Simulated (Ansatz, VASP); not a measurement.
**Bi in VASP and in Ansatz**

File INCAR:

```
ALGO = Fast
EDIFF = 1E-7
ENCUT = 520
ISIF = 2
ISMEAR = 0
LASPH = True
LCHARG = True
LELF = True
LREAL = False
LVHAR = True
LWAVE = False
NBANDS = 14
NELM = 80
PREC = Accurate
SIGMA = 0.15
```

KPOINTS

```
k-points
0
Gamma
  18 18 18
```

Contents of POSCAR:

```
Bi
1.0
   -2.0927869277      1.8700741359      1.9814305318
    2.0927869277     -1.8700741359      1.9814305318
    2.0927869277      1.8700741359     -1.9814305318
Bi
1
Direct
    0.0000000000      0.0000000000      0.0000000000
```

Input for Ansatz:

```yaml
crystal:
  lattice:
    - [-2.0927869277, 1.8700741359, 1.9814305318]
    - [2.0927869277, -1.8700741359, 1.9814305318]
    - [2.0927869277, 1.8700741359, -1.9814305318]
  atoms:
    - { symbol: Bi, position: [0.0, 0.0, 0.0] }
basis:
  ecutwfc: 420
kpoints:
  mp_grid: { grid: [18, 18, 18] }
hamiltonian:
  xc: lda
scf:
  occupations: { method: gaussian, width: 0.15 }
output:
  forces: true
  stress: true
  eigenvalues: true
```

Change from the starting cell: strain +0.0562 x Voigt [1, -1, 0, 0, 0, 0], atoms carried along.

Alike in both runs: task single point; functional LDA; k mesh 18 × 18 × 18; occupations gaussian, width 0.15 eV; no spin polarisation.

```csv
,VASP,Ansatz
version,VASP 6.6.1,Ansatz 0.2.0
potentials or method,"VASP PAW LDA potentials, release 64 (Bi_d), cutoff 520 eV","scalar-relativistic, plane waves, PAW"
valence electrons in the cell,15,15
```

```csv
,VASP,Ansatz,Ansatz less VASP
gap on the k mesh at the Fermi level (eV),none,none,-
pressure (GPa),-2.9,-3.0,-0.07
"traceless stress, the component that is largest in VASP (GPa)",-0.74,-0.74,+0.007
```

LDA's correlation is that of Perdew and Zunger in VASP and of Perdew and Wang (1992) in Ansatz. A gap of «none» marks a metal or a gap that the smearing closes.

Spin-orbit coupling is off throughout.
